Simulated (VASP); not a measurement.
# Bi (P6_3/mmc) in VASP: single point with PBE

Aim: the single point of Bi with PBE.

All numbers are computed with VASP 6.6.1; they aren't measurements. Logs are shortened: lines on timing, memory, paths and dates and some standing lists are left out, and cuts for length are marked.

## Step 1: The cell of the first run

It takes space group P6_3/mmc (No. 194, hexagonal). Conventional cell: a = 3.541 Å, b = 3.541 Å, c = 5.838 Å, α = 90.00°, β = 90.00°, γ = 120.00°. Within 4.7 Å of Bi (site symmetry -6m2) lie 12 Bi at 3.54 to 3.56 Å.

This isn't the form of Bi at room conditions, which is rhombohedral.

## Step 2: Single point, PBE (31.70 Å³/atom)

Input file POSCAR:

```
Bi
1.0
    3.5412669700      0.0000000000      0.0000000000
   -1.7706334850      3.0668271576      0.0000000000
    0.0000000000      0.0000000000      5.8382415133
Bi
2
Direct
    0.3333333333      0.6666666667      0.2500000000
    0.6666666667      0.3333333333      0.7500000000
```

Input file INCAR.step1:

```
SYSTEM = Bi
PREC = Accurate
ENCUT = 520
EDIFF = 1E-6
ISMEAR = -1
SIGMA = 0.05
LREAL = .False.
LASPH = .True.
NELM = 100
ALGO = Normal
ISIF = 2
LWAVE = .False.
LCHARG = .True.
GGA = PE
NBANDS = 22
```

Input file KPOINTS.step1:

```
regular mesh
0
Gamma
  14 14 8
  0 0 0
```

Input file INCAR.step2:

```
SYSTEM = Bi
PREC = Accurate
ENCUT = 520
EDIFF = 1E-6
ISMEAR = -5
SIGMA = 0.05
LREAL = .False.
LASPH = .True.
NELM = 100
ALGO = Normal
ISIF = 2
LWAVE = .False.
LCHARG = .False.
GGA = PE
LORBIT = 11
NBANDS = 22
NEDOS = 1001
ICHARG = 11
```

Input file KPOINTS.step2:

```
regular mesh
0
Gamma
  21 21 12
  0 0 0
```

Potentials or basis: VASP PAW PBE potentials, release 64 (Bi_d).

Started as:

```sh
cat potpaw_PBE.64/Bi_d/POTCAR > POTCAR
cp INCAR.step1 INCAR
cp KPOINTS.step1 KPOINTS
mpirun -np 1 vasp_std > vasp.out
cp INCAR.step2 INCAR
cp KPOINTS.step2 KPOINTS
mpirun -np 1 vasp_std > vasp.out
```

OUTCAR:

```text
SYSTEM = Bi
   PREC = Accurate
   ENCUT = 520
   EDIFF = 1E-6
   ISMEAR = -5
   LREAL = .False.
   LASPH = .True.
   NELM = 100
   ISIF = 2
   GGA = PE
   LORBIT = 11
   ICHARG = 11

 ion  position               nearest neighbor table
   1  0.333  0.667  0.250-   2 3.56   2 3.56   2 3.56   2 3.56   2 3.56   2 3.56
   2  0.667  0.333  0.750-   1 3.56   1 3.56   1 3.56   1 3.56   1 3.56   1 3.56

  LATTYP: Found a hexagonal cell.
 ALAT       =     3.5412669700
 C/A-ratio  =     1.6486307197

  Lattice vectors:

 A1 = (   3.5412669700,   0.0000000000,   0.0000000000)
 A2 = (  -1.7706334850,   3.0668271576,   0.0000000000)
 A3 = (   0.0000000000,   0.0000000000,   5.8382415133)

Analysis of symmetry for initial positions (statically):
=====================================================================
 Subroutine PRICEL returns:
 Original cell was already a primitive cell.

 Routine SETGRP: Setting up the symmetry group for a
 hexagonal supercell.

 Subroutine GETGRP returns: Found 24 space group operations
 (whereof 12 operations were pure point group operations)
 out of a pool of 24 trial point group operations.

The static configuration has the point symmetry D_3d.
 The point group associated with its full space group is D_6h.

Analysis of symmetry for dynamics (positions and initial velocities):
=====================================================================
 Subroutine PRICEL returns:
 Original cell was already a primitive cell.

 Routine SETGRP: Setting up the symmetry group for a
 hexagonal supercell.

 Subroutine GETGRP returns: Found 24 space group operations
 (whereof 12 operations were pure point group operations)
 out of a pool of 24 trial point group operations.

The dynamic configuration has the point symmetry D_3d.
 The point group associated with its full space group is D_6h.

 Subroutine INISYM returns: Found 24 space group operations
 (whereof 12 operations are pure point group operations),
 and found     1 'primitive' translations

----------------------------------------------------------------------------------------

                                     Primitive cell

  volume of cell :      63.4060

  direct lattice vectors                    reciprocal lattice vectors
     3.541266970  0.000000000  0.000000000     0.282384810  0.163034946  0.000000000
    -1.770633485  3.066827158  0.000000000     0.000000000  0.326069892  0.000000000
     0.000000000  0.000000000  5.838241513     0.000000000  0.000000000  0.171284452

  length of vectors
[... 83 lines left out ...]
   NELM   =    100;   NELMIN=  2; NELMDL=  0     # of ELM steps
   EDIFF  = 0.1E-05   stopping-criterion for ELM
   LREAL  =      F    real-space projection
   EDIFFG = 0.1E-04   stopping-criterion for IOM
   NSW    =      0    number of steps for IOM
   IBRION =     -1    ionic relax: 0-MD 1-quasi-New 2-CG
   NFREE  =      0    steps in history (QN), initial steepest desc. (CG)
   ISIF   =      2    stress and relaxation
   ISYM   =      2    0-nonsym 1-usesym 2-fastsym
   POTIM  = 0.5000    time-step for ionic-motion
   TEBEG  =    0.0;   TEEND  =   0.0 temperature during run
   PSTRESS=    0.0 pullay stress
   NELECT =      30.0000    total number of electrons
   NUPDOWN=      -1.0000    fix difference up-down
   EMIN   =  10.00;   EMAX   =-10.00  energy-range for DOS
   EFERMI =   0.00;   METHOD = LEGACY
   ISMEAR =    -5;   SIGMA  =   0.05  broadening in eV -4-tet -1-fermi 0-gaus
   EFERMI_NEDOS =   21; number of points for ismear=-14 and -15
   IALGO  =     38    algorithm
   IMIX   =      4    mixing-type and parameters
     AMIX     =   0.40;   BMIX     =  1.00
     AMIX_MAG =   1.60;   BMIX_MAG =  1.00
  volume/ion in A,a.u.               =      31.70       213.94
  Fermi-wavevector in a.u.,A,eV,Ry     =   1.275671  2.410668 22.141246  1.627336
  Thomas-Fermi vector in A             =   2.408370
   LORBIT       =     11    0 simple, 1 ext, 2 COOP (PROOUT), +10 PAW based schemes
   GGA     = PE    functional components
   LHFCALC =     F    Hartree Fock is set to
   AEXX    =    0.0000 exact exchange contribution
   IVDW    =     0    specifies the selected vdW correction
   LEPSILON=     F    determine dielectric tensor
   LRPA    =     F    only Hartree local field effects (RPA)
 non-spin polarized calculation
 Fermi weights with tetrahedron method with Bloechl corrections
  energy-cutoff  :      520.00
  volume of cell :       63.41
 maximum number of plane-waves:      1737
 NGX is ok and might be reduce to    28

 number of electron      30.0000002 magnetization

 Free energy of the ion-electron system (eV)
  ---------------------------------------------------
  ext. energy  EPLUGINS =         0.00000000
  ---------------------------------------------------
  free energy    TOTEN  =        -7.49312224 eV

  energy without entropy =       -7.49312224  energy(sigma->0) =       -7.49312224

 E-fermi :   7.7984     XC(G=0): -10.2059

 val. band max:        7.8814197231   @ k =   0.1905  -0.0000   0.3333
 cond. band min:       7.7085731942   @ k =   0.3333   0.2857   0.0000
 fundamental gap:     -0.1728465289
 Fermi energy:         7.7983693364

 k-point     1 :       0.0000    0.0000    0.0000
  band No.  band energies     occupation
      1     -15.3201      2.00000
      2     -15.3094      2.00000
      3     -15.2974      2.00000
      4     -15.2974      2.00000
      5     -15.2896      2.00000
      6     -15.2896      2.00000
[... 589 lines left out ...]
     21      16.9051      0.00000
     22      17.0096      0.00000

 [... further k-points ...]
[... 5 lines left out ...]
  --------------------------------------------------------------------------------------
  -------------------------------------------------------------------------------------
  Total       -0.1036800     -0.1036800      0.0205104     -0.0000000      0.0000000      0.0000000
  in kB       -2.6198437     -2.6198437      0.5182673     -0.0000000      0.0000000      0.0000000
  external PRESSURE =      -1.5738067 kB  Pullay stress =       0.0000000 kB

 VOLUME and BASIS-vectors are now :
 -----------------------------------------------------------------------------
  energy-cutoff  :      520.00
  volume of cell :       63.41
      direct lattice vectors                 reciprocal lattice vectors
     3.541266970  0.000000000  0.000000000     0.282384810  0.163034946  0.000000000
    -1.770633485  3.066827158  0.000000000     0.000000000  0.326069892  0.000000000
     0.000000000  0.000000000  5.838241513     0.000000000  0.000000000  0.171284452

 POSITION                                       TOTAL-FORCE (eV/Angst)
 -----------------------------------------------------------------------------------
     -0.00000      2.04455      1.45956        -0.000000     -0.000000      0.000000
      1.77063      1.02228      4.37868         0.000000      0.000000      0.000000
 -----------------------------------------------------------------------------------
    total drift:                                0.000000     -0.000000      0.000000

  FREE ENERGIE OF THE ION-ELECTRON SYSTEM (eV)
  ---------------------------------------------------
  free  energy   TOTEN  =        -7.4931222403 eV

  energy  without entropy=       -7.4931222403  energy(sigma->0) =       -7.49312224

 total charge

# of ion       s       p       d       tot
------------------------------------------
    1        1.562   1.238   9.918  12.718
    2        1.562   1.238   9.918  12.718
--------------------------------------------------
tot          3.124   2.477  19.836  25.436
```

OSZICAR.step1:

```text
N       E                     dE             d eps       ncg     rms          rms(c)
DAV:   1     0.306846662318E+03    0.30685E+03   -0.16205E+04  5280   0.169E+03
DAV:   2     0.180005092848E+02   -0.28885E+03   -0.28143E+03  5382   0.446E+02
DAV:   3    -0.665622938764E+01   -0.24657E+02   -0.24320E+02  6392   0.142E+02
DAV:   4    -0.747123507077E+01   -0.81501E+00   -0.81450E+00  6528   0.279E+01
DAV:   5    -0.750467079845E+01   -0.33436E-01   -0.33435E-01  7632   0.514E+00    0.610E-01
DAV:   6    -0.749786421883E+01    0.68066E-02   -0.20661E-02  6520   0.163E+00    0.373E-01
DAV:   7    -0.749724299650E+01    0.62122E-03   -0.11454E-02  6378   0.117E+00    0.119E-01
DAV:   8    -0.749738933414E+01   -0.14634E-03   -0.85210E-04  6286   0.361E-01    0.125E-02
DAV:   9    -0.749739796424E+01   -0.86301E-05   -0.25827E-05  7862   0.446E-02    0.562E-03
DAV:  10    -0.749739598954E+01    0.19747E-05   -0.93864E-07  4142   0.104E-02    0.480E-04
DAV:  11    -0.749739606947E+01   -0.79937E-07   -0.25335E-07  3450   0.722E-03
   1 F= -.74973961E+01 E0= -.74917113E+01  d E =-.113696E-01
```

It took 9.7 min on 1 thread of Intel Xeon 8259CL, shared host; peak memory 0.45 GiB.

What came out:

* Valence electrons inside the program's atomic spheres: Bi 12.72

Caveat: spin-orbit coupling is left out, which moves the levels of the heavy elements.
